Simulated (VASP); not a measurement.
# RbBr (R3m) in VASP: further runs

RbBr is run at these levels: PBE, r2SCAN; tasks: single point.

Program: VASP 6.6.1. These are calculated values, not measurements. Logs are shortened: lines on timing, memory, paths and dates and some standing lists are left out, and cuts for length are marked.

## 1. The cell of the first run

It takes space group R3m (No. 160, trigonal). The conventional cell has a = 5.472 Å, b = 5.472 Å, c = 12.693 Å, α = 90.00°, β = 90.00°, γ = 120.00°. Within 4.3 Å of Rb (site symmetry 3m) lie 4 Br at 3.29 to 3.30 Å. Br (site symmetry 3m) has 4 Rb at 3.29 to 3.30 Å within 4.3 Å.

## 2. Single point, PBE (strain along [111] -5.3%)

Input file INCAR:

```
SYSTEM = RbBr
PREC = Accurate
ENCUT = 520
EDIFF = 1E-6
ISMEAR = -1
SIGMA = 0.02
LREAL = .FALSE.
LASPH = .TRUE.
NELM = 100
ALGO = Normal
ISIF = 2
LWAVE = .FALSE.
LCHARG = .FALSE.
GGA = PE
NBANDS = 15
```

Input file KPOINTS:

```
regular mesh
0
G
  6 6 6
  0 0 0
```

Input file POSCAR:

```
RbBr
1.0
   -0.1369801859      3.7325165899      3.7325165899
    3.7325165899     -0.1369801859      3.7325165899
    3.7325165899      3.7325165899     -0.1369801859
Rb Br
1 1
Direct
   -0.0051072763     -0.0051072763     -0.0051072763
    0.2551072763      0.2551072763      0.2551072763
```

Potentials or basis: VASP PAW PBE potentials, release 64 (Rb_sv, Br).

Launch:

```console
$ cat potpaw_PBE.64/Rb_sv/POTCAR potpaw_PBE.64/Br/POTCAR > POTCAR
$ mpirun -np 1 vasp_std > vasp.out
```

OUTCAR:

```text
SYSTEM = RbBr
   PREC = Accurate
   ENCUT = 520
   EDIFF = 1E-6
   ISMEAR = -1
   LREAL = .FALSE.
   LASPH = .TRUE.
   NELM = 100
   ISIF = 2
   GGA = PE

 ion  position               nearest neighbor table
   1  0.995  0.995  0.995-   2 3.29   2 3.29   2 3.29   2 3.30
   2  0.255  0.255  0.255-   1 3.29   1 3.29   1 3.29   1 3.30

  LATTYP: Found a trigonal (rhomboedric) cell.
 ALAT       =     5.2803526169
 COS(alpha) =     0.4629890669

  Lattice vectors:

 A1 = (  -0.1369801859,   3.7325165899,   3.7325165899)
 A2 = (   3.7325165899,  -0.1369801859,   3.7325165899)
 A3 = (   3.7325165899,   3.7325165899,  -0.1369801859)

Analysis of symmetry for initial positions (statically):
=====================================================================
 Subroutine PRICEL returns:
 Original cell was already a primitive cell.

 Routine SETGRP: Setting up the symmetry group for a
 trigonal (rhombohedral) supercell.

 Subroutine GETGRP returns: Found  6 space group operations
 (whereof  6 operations were pure point group operations)
 out of a pool of 12 trial point group operations.

The static configuration has the point symmetry C_3v.

Analysis of symmetry for dynamics (positions and initial velocities):
=====================================================================
 Subroutine PRICEL returns:
 Original cell was already a primitive cell.

 Routine SETGRP: Setting up the symmetry group for a
 trigonal (rhombohedral) supercell.

 Subroutine GETGRP returns: Found  6 space group operations
 (whereof  6 operations were pure point group operations)
 out of a pool of 12 trial point group operations.

The dynamic configuration has the point symmetry C_3v.

 Subroutine INISYM returns: Found  6 space group operations
 (whereof  6 operations are pure point group operations),
 and found     1 'primitive' translations

----------------------------------------------------------------------------------------

                                     Primitive cell

  volume of cell :     109.7230

  direct lattice vectors                    reciprocal lattice vectors
    -0.136980186  3.732516590  3.732516590    -0.126800393  0.131631144  0.131631144
     3.732516590 -0.136980186  3.732516590     0.131631144 -0.126800393  0.131631144
     3.732516590  3.732516590 -0.136980186     0.131631144  0.131631144 -0.126800393

  length of vectors
     5.280352617  5.280352617  5.280352617     0.225237332  0.225237332  0.225237332

  position of ions in fractional coordinates (direct lattice)
     0.994892724  0.994892724  0.994892724
     0.255107276  0.255107276  0.255107276

  ion indices of the primitive-cell ions
   primitive index   ion index
                 1           1
                 2           2

----------------------------------------------------------------------------------------

 KPOINTS: regular mesh

Automatic generation of k-mesh.
 Grid dimensions read from file:
 generate k-points for:    6    6    6

 Generating k-lattice:

  Cartesian coordinates                     Fractional coordinates (reciprocal lattice)
    -0.021133399  0.021938524  0.021938524     0.166666667  0.000000000  0.000000000
     0.021938524 -0.021133399  0.021938524     0.000000000  0.166666667  0.000000000
     0.021938524  0.021938524 -0.021133399     0.000000000  0.000000000  0.166666667

  Length of vectors
     0.037539555  0.037539555  0.037539555

  Shift w.r.t. Gamma in fractional coordinates (k-lattice)
     0.000000000  0.000000000  0.000000000

 Subroutine IBZKPT returns following result:
 ===========================================

 Found     32 irreducible k-points:

 Following reciprocal coordinates:
            Coordinates               Weight
  0.000000  0.000000  0.000000      1.000000
  0.166667 -0.000000 -0.000000      6.000000
  0.333333 -0.000000 -0.000000      6.000000
  0.500000  0.000000  0.000000      3.000000
  0.166667  0.166667  0.000000      6.000000
  0.333333  0.166667  0.000000     12.000000
[... 16 lines left out ...]
  0.500000  0.500000  0.166667      6.000000
 -0.333333  0.500000  0.166667     12.000000
 [... further k-points ...]
   k-points           NKPTS =     32   k-points in BZ     NKDIM =     32   number of bands    NBANDS=     15
   number of dos      NEDOS =    301   number of ions     NIONS =      2
   total plane-waves  NPLWV =  64000
   dimension x,y,z NGX =    40 NGY =   40 NGZ =   40
   dimension x,y,z NGXF=    80 NGYF=   80 NGZF=   80
   ions per type =               1   1
   NGX,Y,Z   is equivalent  to a cutoff of  12.59, 12.59, 12.59 a.u.
   NGXF,Y,Z  is equivalent  to a cutoff of  25.19, 25.19, 25.19 a.u.
 SYSTEM =  RbBr
   PREC   = accura    normal or accurate (medium, high low for compatibility)
   ISTART =      0    job   : 0-new  1-cont  2-samecut
   ICHARG =      2    charge: 1-file 2-atom 10-const
   ISPIN  =      1    spin polarized calculation?
   LNONCOLLINEAR =      F non collinear calculations
   LSORBIT =      F    spin-orbit coupling
   LASPH  =      T    aspherical Exc in radial PAW
   ENCUT  =  520.0 eV  38.22 Ry    6.18 a.u.   9.82  9.82  9.82*2*pi/ulx,y,z
   NELM   =    100;   NELMIN=  2; NELMDL= -5     # of ELM steps
   EDIFF  = 0.1E-05   stopping-criterion for ELM
   LREAL  =      F    real-space projection
   EDIFFG = 0.1E-04   stopping-criterion for IOM
   NSW    =      0    number of steps for IOM
   IBRION =     -1    ionic relax: 0-MD 1-quasi-New 2-CG
   NFREE  =      0    steps in history (QN), initial steepest desc. (CG)
   ISIF   =      2    stress and relaxation
   ISYM   =      2    0-nonsym 1-usesym 2-fastsym
   POTIM  = 0.5000    time-step for ionic-motion
   TEBEG  =    0.0;   TEEND  =   0.0 temperature during run
   PSTRESS=    0.0 pullay stress
   NELECT =      16.0000    total number of electrons
   NUPDOWN=      -1.0000    fix difference up-down
   EMIN   =  10.00;   EMAX   =-10.00  energy-range for DOS
   EFERMI =   0.00;   METHOD = LEGACY
   ISMEAR =    -1;   SIGMA  =   0.02  broadening in eV -4-tet -1-fermi 0-gaus
   EFERMI_NEDOS =   21; number of points for ismear=-14 and -15
   IALGO  =     38    algorithm
   IMIX   =      4    mixing-type and parameters
     AMIX     =   0.40;   BMIX     =  1.00
     AMIX_MAG =   1.60;   BMIX_MAG =  1.00
  volume/ion in A,a.u.               =      54.86       370.22
  Fermi-wavevector in a.u.,A,eV,Ry     =   0.861686  1.628350 10.102360  0.742503
  Thomas-Fermi vector in A             =   1.979376
   LORBIT       =      0    0 simple, 1 ext, 2 COOP (PROOUT), +10 PAW based schemes
   GGA     = PE    functional components
   LHFCALC =     F    Hartree Fock is set to
   AEXX    =    0.0000 exact exchange contribution
   IVDW    =     0    specifies the selected vdW correction
   LEPSILON=     F    determine dielectric tensor
   LRPA    =     F    only Hartree local field effects (RPA)
 non-spin polarized calculation
  energy-cutoff  :      520.00
  volume of cell :      109.72
 maximum number of plane-waves:      2990
   NGX = 19   NGY = 19   NGZ = 19

 number of electron      16.0000001 magnetization

 Free energy of the ion-electron system (eV)
  ---------------------------------------------------
  ext. energy  EPLUGINS =         0.00000000
  ---------------------------------------------------
  free energy    TOTEN  =        -5.90928893 eV

  energy without entropy =       -5.90928893  energy(sigma->0) =       -5.90928893

 E-fermi :  -2.4103     XC(G=0):  -5.9109

 val. band max:       -2.9313787927   @ k =   0.5000   0.5000  -0.0000
 cond. band min:       1.1942189547   @ k =   0.0000   0.0000   0.0000
 fundamental gap:      4.1255977473
 Fermi energy:        -2.4102875674

 k-point     1 :       0.0000    0.0000    0.0000
  band No.  band energies     occupation
      1     -27.4218      2.00000
      2     -14.8504      2.00000
      3     -11.5392      2.00000
      4     -11.5376      2.00000
      5     -11.5376      2.00000
      6      -3.0751      2.00000
      7      -3.0751      2.00000
      8      -3.0112      2.00000
      9       1.1942      0.00000
     10       5.2841      0.00000
     11       5.2841      0.00000
     12       6.2040      0.00000
     13       6.4095      0.00000
     14       6.4095      0.00000
     15       7.1481      0.00000

 k-point     2 :       0.1667   -0.0000   -0.0000
  band No.  band energies     occupation
      1     -27.4211      2.00000
      2     -14.8650      2.00000
      3     -11.5433      2.00000
      4     -11.5410      2.00000
      5     -11.5203      2.00000
      6      -3.1441      2.00000
      7      -3.0539      2.00000
      8      -3.0066      2.00000
      9       1.5976      0.00000
     10       4.9620      0.00000
     11       5.0996      0.00000
     12       5.9709      0.00000
     13       6.3939      0.00000
     14       6.7475      0.00000
     15       6.7719      0.00000

 k-point     3 :       0.3333   -0.0000   -0.0000
  band No.  band energies     occupation
      1     -27.4196      2.00000
      2     -14.8937      2.00000
      3     -11.5511      2.00000
      4     -11.5477      2.00000
      5     -11.4875      2.00000
      6      -3.2512      2.00000
      7      -3.0119      2.00000
      8      -2.9905      2.00000
      9       2.5189      0.00000
     10       4.6516      0.00000
     11       4.7142      0.00000
     12       5.1197      0.00000
     13       6.3300      0.00000
     14       6.4441      0.00000
     15       6.8603      0.00000
[... 343 lines left out ...]
 k-point    23 :       0.5000    0.5000    0.1667
  band No.  band energies     occupation
      1     -27.4179      2.00000
      2     -14.9136      2.00000
      3     -11.5830      2.00000
      4     -11.5720      2.00000
      5     -11.4372      2.00000
      6      -3.3266      2.00000
      7      -2.9857      2.00000
      8      -2.9797      2.00000
      9       3.1420      0.00000
     10       3.8732      0.00000
     11       5.2436      0.00000
     12       5.6969      0.00000
     13       6.5675      0.00000
     14       6.8045      0.00000
     15       6.8464      0.00000

 k-point    24 :      -0.3333    0.5000    0.1667
  band No.  band energies     occupation
      1     -27.4178      2.00000
      2     -14.9206      2.00000
      3     -11.5877      2.00000
      4     -11.5761      2.00000
      5     -11.4178      2.00000
      6      -3.2932      2.00000
      7      -3.0487      2.00000
      8      -2.9441      2.00000
      9       3.1109      0.00000
     10       3.8441      0.00000
     11       5.7218      0.00000
     12       5.8426      0.00000
     13       6.0591      0.00000
     14       6.3046      0.00000
     15       7.1533      0.00000

 [... further k-points ...]
[... 5 lines left out ...]
  --------------------------------------------------------------------------------------
  -------------------------------------------------------------------------------------
  Total        0.4741859      0.4741859      0.4741859      0.0025748      0.0025748      0.0025748
  in kB        6.9240734      6.9240734      6.9240734      0.0375980      0.0375980      0.0375980
  external PRESSURE =       6.9240734 kB  Pullay stress =       0.0000000 kB

 VOLUME and BASIS-vectors are now :
 -----------------------------------------------------------------------------
  energy-cutoff  :      520.00
  volume of cell :      109.72
      direct lattice vectors                 reciprocal lattice vectors
    -0.136980186  3.732516590  3.732516590    -0.126800393  0.131631144  0.131631144
     3.732516590 -0.136980186  3.732516590     0.131631144 -0.126800393  0.131631144
     3.732516590  3.732516590 -0.136980186     0.131631144  0.131631144 -0.126800393

 POSITION                                       TOTAL-FORCE (eV/Angst)
 -----------------------------------------------------------------------------------
      7.29063      7.29063      7.29063         0.004872      0.004872      0.004872
      1.86944      1.86944      1.86944        -0.004872     -0.004872     -0.004872
 -----------------------------------------------------------------------------------
    total drift:                                0.000042      0.000042      0.000042

  FREE ENERGIE OF THE ION-ELECTRON SYSTEM (eV)
  ---------------------------------------------------
  free  energy   TOTEN  =        -5.9092889279 eV

  energy  without entropy=       -5.9092889279  energy(sigma->0) =       -5.90928893
```

Run time: 51 s. Hardware: 1 thread of Intel Xeon Platinum 8488C (Sapphire Rapids), shared host; peak memory 0.26 GiB.

Results:

```yaml
Free_energy: -5.9093 eV
Pressure: 0.7 GPa
Largest_force: 0.008 eV/Å
Band_gap_on_the_k_mesh: 4.13 eV (least direct gap 4.21 eV)
```

Forces in eV/Å, atoms in the order of the input:
```
Rb   0.005  0.005  0.005
Br  -0.005 -0.005 -0.005
```

Levels at points of the mesh, in eV from the valence-band top:
```tsv
k point	band 5	band 6	band 7	band 8	band 9	band 10	band 11	band 12
(0.00, 0.00, 0.00)	-8.61	-0.14	-0.14	-0.08	4.13	8.22	8.22	9.14
(0.50, 0.00, 0.00)	-8.54	-0.36	-0.06	-0.05	6.39	6.52	7.61	8.18
(0.50, 0.50, 0.00)	-8.50	-0.46	-0.03	0.00	5.95	6.78	8.72	9.11
(0.50, 0.50, 0.50)	-8.58	-0.31	-0.10	-0.10	6.44	6.74	7.87	7.87
```

Caveat: the cell differs from its parent crystal (strain along [111] -5.3%); the structure was generated, so it needn't be the stable form of RbBr. A k mesh can miss the band edges.

## 3. Single point, r2SCAN (strain along [111] -5.3%)

POSCAR is that of step 2.

Input file INCAR.step1:

```
PREC = Accurate ; ENCUT = 520
ISMEAR = 0 ; SIGMA = 0.01
LREAL = False ; LASPH = True
NELM = 100 ; NBANDS = 15
GGA = PE ; ALGO = Normal
EDIFF = 1E-4 ; LWAVE = True
LCHARG = False
```

Input file INCAR.step2:

```
PREC = Accurate ; ENCUT = 520
EDIFF = 1E-7 ; ISMEAR = 0
SIGMA = 0.01 ; LREAL = False
LASPH = True ; NELM = 100
ALGO = Normal ; ISIF = 2
LWAVE = False ; LCHARG = False
METAGGA = R2SCAN ; LMIXTAU = True
NBANDS = 15 ; ISTART = 1
```

Input file KPOINTS:

```
regular mesh
0
Gamma
  6 6 6
```

Potentials or basis: VASP PAW PBE potentials, release 64 (Rb_sv, Br).

Launch:

```console
$ cat potpaw_PBE.64/Rb_sv/POTCAR potpaw_PBE.64/Br/POTCAR > POTCAR
$ cp INCAR.step1 INCAR
$ mpirun -np 1 vasp_std > vasp.out
$ cp INCAR.step2 INCAR
$ mpirun -np 1 vasp_std > vasp.out
```

Run time: 3.3 min. Hardware: 1 thread of Intel Xeon Platinum 8488C (Sapphire Rapids), shared host; peak memory 0.28 GiB.

It converged, with:

```yaml
Free_energy: -30.8678 eV
Pressure: 0.5 GPa
Largest_force: 0.007 eV/Å
Band_gap_on_the_k_mesh: 4.68 eV (least direct gap 4.76 eV)
```

Forces in eV/Å, atoms in the order of the input:
```
Rb   0.004  0.004  0.004
Br  -0.004 -0.004 -0.004
```

Levels at points of the mesh, in eV from the valence-band top:
| k point | band 6 | band 7 | band 8 | band 9 | band 10 | band 11 |
| --- | --- | --- | --- | --- | --- | --- |
| (0.00, 0.00, 0.00) | -0.14 | -0.14 | -0.08 | 4.68 | 8.94 | 8.94 |
| (0.50, 0.00, 0.00) | -0.34 | -0.06 | -0.05 | 6.97 | 7.06 | 8.25 |
| (0.50, 0.50, 0.00) | -0.44 | -0.03 | 0.00 | 6.41 | 7.33 | 9.65 |
| (0.50, 0.50, 0.50) | -0.29 | -0.10 | -0.10 | 7.10 | 7.20 | 8.52 |

Caveat: the cell differs from its parent crystal (strain along [111] -5.3%); the structure was generated, so it needn't be the stable form of RbBr; the PAW data sets were made with another functional, which shifts forces and pressure a little. A k mesh can miss the band edges.
